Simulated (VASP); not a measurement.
**DyGaH4: single point with PBE**

DyGaH4:

```
Dy Ga H
1.0
     3.15151    0.00000    0.00000
    -1.57576    2.72929    0.00000
     0.00000    0.00000    5.56820
Dy Ga H
1 1 4
Direct
  0.00000 0.00000 0.50000
  0.00000 0.00000 0.00000
  0.33333 0.66667 0.17949
  0.66667 0.33333 0.17949
  0.66667 0.33333 0.82051
  0.33333 0.66667 0.82051
```

The cell was generated, and may not be a known phase.

| Quantity | Value |
| --- | --- |
| Program | VASP 6.6.1 |
| Task | single point |
| Functional | PBE |
| Potentials or basis | VASP PAW PBE potentials, release 64 (Dy_3, Ga_d, H), 4f in core |
| Cutoff | 500 eV |
| k mesh | 6 × 6 × 4 |
| Occupations | gaussian, width 0.1 eV |
| Spin | no spin polarisation |
| Dipole correction | no |
| Further INCAR settings | ALGO = Normal; EDIFF = 1e-06; NBANDS = 22 |

| Item | Value |
| --- | --- |
| Pressure | 17.4 GPa |
| Largest force | 1.155 eV/Å |
| Band gap on the k mesh | zero (bands 13 and 14 overlap by 3.43 eV) |

Forces in eV/Å, atoms in the order of the input:
```
Dy   0.000  0.000  0.000
Ga   0.000  0.000  0.000
H    0.000  0.000  1.155
H    0.000  0.000  1.155
H    0.000  0.000 -1.155
H    0.000  0.000 -1.155
```

Stress tensor (GPa, compression positive):
```
27.49  0.00  0.00
 0.00 27.49  0.00
 0.00  0.00 -2.92
```

Levels at points of the mesh, in eV from the Fermi level:
```csv
k point,band 9,band 10,band 11,band 12,band 13,band 14,band 15,band 16,band 17,band 18
"(0.00, 0.00, 0.00)",-13.34,-7.84,-3.77,1.43,2.00,2.00,2.59,4.08,5.09,5.09
"(0.50, 0.00, 0.00)",-8.71,-7.77,-5.68,-2.59,-2.50,1.79,3.14,3.31,3.69,4.78
"(0.00, 0.00, 0.50)",-12.61,-9.43,-2.44,1.64,2.02,2.03,2.03,3.61,4.30,4.30
"(0.50, 0.00, 0.50)",-9.19,-7.04,-4.68,-4.34,-1.13,0.73,0.75,1.63,4.06,6.48
```

Wall time 12 s on 1 thread of Intel(R) Xeon(R) 6975P-C (Granite Rapids), with other jobs on the host, peak memory 0.18 GiB.

Caveat: the k points lie up to 0.38 Å⁻¹ apart, too coarse for converged energies and pressures of a metal; spin-orbit coupling is left out, which moves the levels of the heavy elements; the 4f electrons are frozen in the core, so they carry no moment and show no levels; forces of over 1 eV/Å act on the atoms, so gaps and moduli don't describe the material at rest. Spin polarisation is off, so any magnetic state and its effect on volume and gap are missing.
